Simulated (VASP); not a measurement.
Write the native input for VASP 6.6.1 that does the following.

```yaml
Task: electric field gradients
Functional: PBE
Potentials_or_basis: VASP PAW PBE potentials, release 64 (Al, Pt)
Cutoff: 520 eV
k_mesh: 9 × 9 × 9
Occupations: fermi-dirac, width 0.05 eV
Spin: no spin polarisation
Dipole_correction: no
Further_INCAR_settings: ALGO = Normal; EDIFF = 1e-08; NBANDS = 15
```

The structure of Al2Pt lies in POSCAR:

```
Al2Pt
1.0
    0.0000000000      2.9550000000      2.9550000000
    2.9550000000      0.0000000000      2.9550000000
    2.9550000000      2.9550000000      0.0000000000
Al Pt
2 1
Direct
    0.2500000000      0.2500000000      0.2500000000
    0.7500000000      0.7500000000      0.7500000000
    0.0000000000      0.0000000000      0.0000000000
```

The input as run:

INCAR

```
  ALGO = Normal
  EDIFF = 1E-8
  ENCUT = 520
  GGA = PE
  ISIF = 2
  ISMEAR = -1
  LASPH = T
  LCHARG = F
  LEFG = T
  LREAL = F
  LWAVE = F
  NBANDS = 15
  NELM = 60
  PREC = Accurate
  SIGMA = 0.05
```

KPOINTS

```
k-points
0
Gamma
  9 9 9
```

Potentials or basis: VASP PAW PBE potentials, release 64 (Al, Pt).

Run with:

```sh
$ cat potpaw_PBE.64/Al/POTCAR potpaw_PBE.64/Pt/POTCAR > POTCAR
$ mpirun -np 1 vasp_std > vasp.out
```

Results of the run:

```json
{"Pressure": "2.2 GPa", "Band gap on the k mesh": "zero (band 8 reaches 11.72 eV, above the bottom of band 9 at 6.44 eV)"}
```

Caveat: without QUAD_EFG the Cq values of the log hold for a quadrupole moment of 1 mb, not for the nuclei; spin-orbit coupling is left out, which moves the levels of the heavy elements.

Wall time 14 s on 1 thread of AMD EPYC 9R45 96-Core Processor (Zen 5), with other jobs on the host, peak memory 0.15 GiB.
